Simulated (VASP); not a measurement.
Set up this calculation in VASP 6.6.1, as the native input.

```yaml
Task: single point
Functional: PBE
Potentials_or_basis: VASP PAW PBE potentials, release 64 (Os, Ni)
Cutoff: 600 eV
k_mesh: 9 × 9 × 9
Occupations: fermi-dirac, width 0.1 eV
Spin: no spin polarisation
Dipole_correction: no
Further_INCAR_settings: ALGO = Normal; EDIFF = 1e-06; NBANDS = 37
```

The structure of Ni2Os lies in POSCAR:

```
Ni2Os
1.0
    0.0000000000      3.1832310000      3.1832310000
    3.1832310000      0.0000000000      3.1832310000
    3.1832310000      3.1832310000      0.0000000000
Os Ni
2 4
Direct
    0.0000000000      0.0000000000      0.0000000000
    0.2500000000      0.2500000000      0.2500000000
    0.6250000000      0.6250000000      0.6250000000
    0.1250000000      0.6250000000      0.6250000000
    0.6250000000      0.6250000000      0.1250000000
    0.6250000000      0.1250000000      0.6250000000
```

One way to write it, as run:

INCAR

```
ALGO     = Normal         # electronic algorithm
EDIFF    = 1E-6           # SCF threshold, eV
ENCUT    = 600            # plane-wave cutoff, eV
GGA      = PE             # functional
GGA_COMPAT= F            
ISIF     = 2              # what is computed and relaxed
ISMEAR   = -1             # smearing method
LASPH    = T              # aspherical terms in the spheres
LCHARG   = F              # write CHGCAR
LREAL    = F              # projectors in reciprocal space
LWAVE    = F              # write WAVECAR
NBANDS   = 37             # bands
NELM     = 120            # most SCF steps
PREC     = Accurate       # precision mode
SIGMA    = 0.1            # smearing width, eV
```

KPOINTS

```
k-points
0
Gamma
  9 9 9
```

Potentials or basis: VASP PAW PBE potentials, release 64 (Os, Ni).

Command:

```sh
$ cat potpaw_PBE.64/Os/POTCAR potpaw_PBE.64/Ni/POTCAR > POTCAR
$ mpirun -np 1 vasp_std > vasp.out
```

It gave:

```yaml
Pressure: 31.0 GPa
Band_gap_on_the_k_mesh: zero (bands 28 and 29 overlap by 0.33 eV)
```

Caveat: the cell stands under pressure; spin-orbit coupling is left out, which moves the levels of the heavy elements.

Run time: 2.7 min on 1 thread of Intel Xeon 8259CL, on a shared host, peak memory 0.26 GiB.
